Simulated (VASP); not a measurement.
Set up this calculation in VASP 6.6.1, as the native input.

- Task: single point
- Functional: LDA
- Potentials or basis: VASP PAW LDA potentials, release 64 (Pt)
- Cutoff: 520 eV
- k mesh: 23 × 23 × 23
- Occupations: fermi-dirac, width 0.05 eV
- Spin: collinear spin, ferromagnetic start
- Starting moments: [1.0] μB
- Dipole correction: no
- Further INCAR settings: ALGO = Normal; EDIFF = 1e-06; NBANDS = 15

The structure of Pt lies in POSCAR:

```
Pt
1.0
    0.0000000000      1.8654612139      1.8654612139
    1.8654612139      0.0000000000      1.8654612139
    1.8654612139      1.8654612139      0.0000000000
Pt
1
Direct
    0.0000000000      0.0000000000      0.0000000000
```

This cell differs from its parent crystal: volume scaled by 0.88.

The input as run:

INCAR

```
  PREC = Accurate
  ENCUT = 520
  EDIFF = 1E-6
  ISMEAR = -1
  SIGMA = 0.05
  LREAL = False
  LASPH = True
  NELM = 150
  ALGO = Normal
  ISIF = 2
  LWAVE = False
  LCHARG = True
  ISPIN = 2
  MAGMOM = 1
  LORBIT = 11
  LMAXMIX = 4
  GGA = CA
  LELF = True
  LVHAR = True
  NBANDS = 15
```

KPOINTS

```
regular mesh
0
Gamma
  23 23 23
```

Potentials or basis: VASP PAW LDA potentials, release 64 (Pt).

The run is started by

```console
$ cat potpaw_LDA.64/Pt/POTCAR > POTCAR
$ mpirun -np 1 vasp_std > vasp.out
```

It gave:

| Quantity | Value |
| --- | --- |
| Pressure | 56.7 GPa |
| Band gap on the k mesh | zero (filled and empty bands overlap) |
| Net moment | 0.00 μB per cell |
| Valence electrons inside the program's atomic spheres | Pt 9.78 |

Caveat: spin-orbit coupling is left out, which moves the levels of the heavy elements.

Wall time 86 s on 1 thread of Intel Xeon 6975P-C, on a shared host, peak memory 0.21 GiB.
